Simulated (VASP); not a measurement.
Crystal: SnSe (CsCl type).

```
CELL_PARAMETERS angstrom
3.05467 0.00000 0.00000
0.00000 3.05467 0.00000
0.00000 0.00000 3.05467
ATOMIC_POSITIONS crystal
Sn 0.00000 0.00000 0.00000
Se 0.50000 0.50000 0.50000
```

* Program: VASP 6.6.1
* Task: relaxation of cell and atoms
* Functional: PBE
* Potentials or basis: VASP PAW PBE potentials, release 64 (Sn_d, Se)
* Cutoff: 600 eV
* k mesh: 14 × 14 × 14
* Occupations: fermi-dirac, width 0.1 eV
* Spin: no spin polarisation

At the start: pressure 99.2 GPa; volume 14.25 Å³/atom.

Question: How do energy, volume and symmetry change on relaxing?

Answer: Over 19 steps the energy falls by 1933.8 meV/atom and the volume is 24.92 Å³/atom (+74.9 %); space group Pm-3m (No. 221, to 0.05 Å).

Step by step:
```csv
step,energy change (eV),largest force (eV/Å),pressure (GPa),volume (Å³)
1,0.0000,0.0000,99.25,28.50
2,-2.4615,0.0000,-8.77,82.63
3,-3.8676,0.0000,-0.13,49.94
4,-3.8672,0.0000,0.40,49.43
5,-3.8672,0.0000,0.42,49.43
6,-3.8672,0.0000,0.37,49.44
7,-3.8672,0.0000,0.39,49.44
8,-3.8672,0.0000,0.39,49.44
9,-3.8672,0.0000,0.39,49.44
10,-3.8672,0.0000,0.39,49.44
11,-3.8672,0.0000,0.39,49.44
12,-3.8672,0.0000,0.40,49.44
13,-3.8672,0.0000,0.41,49.45
14,-3.8672,0.0000,0.36,49.45
15,-3.8673,0.0000,0.35,49.47
16,-3.8673,0.0000,0.32,49.49
17,-3.8674,0.0000,0.28,49.54
18,-3.8676,0.0000,0.20,49.64
19,-3.8677,0.0000,0.02,49.84
```

Final structure:
```
Sn Se
1.0
     3.68013    0.00000    0.00000
     0.00000    3.68013    0.00000
     0.00000    0.00000    3.68013
Sn Se
1 1
Direct
  0.00000 0.00000 0.00000
  0.50000 0.50000 0.50000
```

Caveat: the volume moved by over 15 % at a fixed basis, so the end points are rough.
